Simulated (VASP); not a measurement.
## TiO2: single point with r2SCAN+rVV10

TiO2:

```
Ti O
1.0
    -1.87940    1.87940    4.72537
     1.87940   -1.87940    4.72537
     1.87940    1.87940   -4.72537
Ti O
2 4
Direct
  0.75000 0.25000 0.50000
  0.00000 0.00000 0.00000
  0.79190 0.79190 0.00000
  0.54190 0.04190 0.50000
  0.95810 0.45810 0.50000
  0.20810 0.20810 0.00000
```

* Program: VASP 6.6.1
* Task: single point
* Functional: r2SCAN
* Dispersion: rVV10
* Potentials or basis: VASP PAW PBE potentials, release 64 (Ti_sv, O)
* Cutoff: 520 eV
* k mesh: 10 × 10 × 10
* Occupations: fermi-dirac, width 0.05 eV
* Spin: no spin polarisation

```json
{
  "Pressure": "5.5 GPa",
  "Largest force": "0.184 eV/Å",
  "Band gap on the k mesh": "2.59 eV (least direct gap 2.94 eV)"
}
```

Forces on the atoms (eV/Å):
```
Ti   0.000  0.000  0.000
Ti   0.000  0.000  0.000
O    0.000  0.000 -0.184
O    0.000  0.000 -0.184
O    0.000  0.000  0.184
O    0.000  0.000  0.184
```

Stress tensor (GPa, compression positive):
```
5.12 0.00 0.00
0.00 5.12 0.00
0.00 0.00 6.21
```

Levels at points of the mesh, in eV from the valence-band top:
```
           k point  band 21  band 22  band 23  band 24  band 25  band 26  band 27  band 28
(0.00, 0.00, 0.00)    -0.76    -0.76    -0.50    -0.50     2.59     3.37     4.55     4.55
(0.50, 0.00, 0.00)    -2.02    -1.01    -0.84    -0.67     3.76     4.08     4.09     4.20
(0.50, 0.50, 0.00)    -2.14    -2.14    -0.03    -0.03     3.88     3.88     4.35     4.35
(0.50, 0.50, 0.50)    -1.30    -1.30    -0.12    -0.12     2.96     2.96     4.34     4.34
```

Wall time 13 min on 1 thread of Intel(R) Xeon(R) 6975P-C (Granite Rapids) (shared host), peak memory 0.59 GiB.

Caveat: the cell stands under pressure; the PAW data sets were made with another functional, which shifts forces and pressure a little. A k mesh can miss the band edges.
